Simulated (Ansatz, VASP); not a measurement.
**One calculation of GaN, two programs**

File INCAR:

```
PREC = Accurate
ENCUT = 520
EDIFF = 1E-6
ISMEAR = -1
SIGMA = 0.02
LREAL = F
LASPH = T
NELM = 80
ALGO = Normal
ISIF = 2
LWAVE = F
LCHARG = T
GGA = PE
LELF = T
LVHAR = T
NBANDS = 16
```

Contents of KPOINTS:

```
regular mesh
0
Gamma
  10 10 10
```

Contents of POSCAR:

```
GaN
1.0
    0.0184865924      2.1059166744      2.1059166744
    2.1059166744      0.0184865924      2.1059166744
    2.1059166744      2.1059166744      0.0184865924
Ga N
1 1
Direct
    0.0000000000      0.0000000000      0.0000000000
    0.5000000000      0.5000000000      0.5000000000
```

Input for Ansatz:

```yaml
crystal:
  lattice:
    - [0.0184865924, 2.1059166744, 2.1059166744]
    - [2.1059166744, 0.0184865924, 2.1059166744]
    - [2.1059166744, 2.1059166744, 0.0184865924]
  atoms:
    - { symbol: Ga, position: [0.0, 0.0, 0.0] }
    - { symbol: "N", position: [0.5, 0.5, 0.5] }
kpoints:
  mp_grid: { grid: [10, 10, 10] }
  band_path:
    path:
      - [0.0, 0.0, 0.0]
      - [0.5, 0.0, 0.5]
      - [0.625, 0.25, 0.625]
      - [0.375, 0.375, 0.75]
      - [0.5, 0.5, 0.5]
      - [0.5, 0.25, 0.75]
      - [0.184896, 0.184896, 0.351562]
      - [0.0, 0.5, 0.5]
    npoints: 1
hamiltonian:
  xc: pbe
scf:
  occupations: { method: fermi_dirac, width: 0.02 }
  n_extra_bands: 4
output:
  forces: true
  stress: true
  eigenvalues: true
```

Change from the starting cell: epitaxial_111 strain -1.0%.

Alike in both runs: task single point; functional PBE; k mesh 10 × 10 × 10; occupations fermi-dirac, width 0.02 eV; no spin polarisation.

```csv
,VASP,Ansatz
version,VASP 6.6.1,Ansatz 0.2.0
potentials or method,"VASP PAW PBE potentials, release 64 (Ga_d, N)","plane waves, PAW"
plane-wave cutoff (eV),520,420
valence electrons in the cell,18,18
```

VASP gave:

| Quantity | Value |
| --- | --- |
| gap on the k mesh at the Fermi level (eV) | 0.73 |
| pressure (GPa) | 13.5 |
| traceless stress, the component that is largest in VASP (GPa) | -1.97 |

Question: What did Ansatz give for the same quantities?

Answer: gap on the k mesh at the Fermi level (eV): 0.74; pressure (GPa): 12.6; traceless stress, the component that is largest in VASP (GPa): -1.97.

The functional is the same, so the differences come from potentials, cutoffs and numerics.
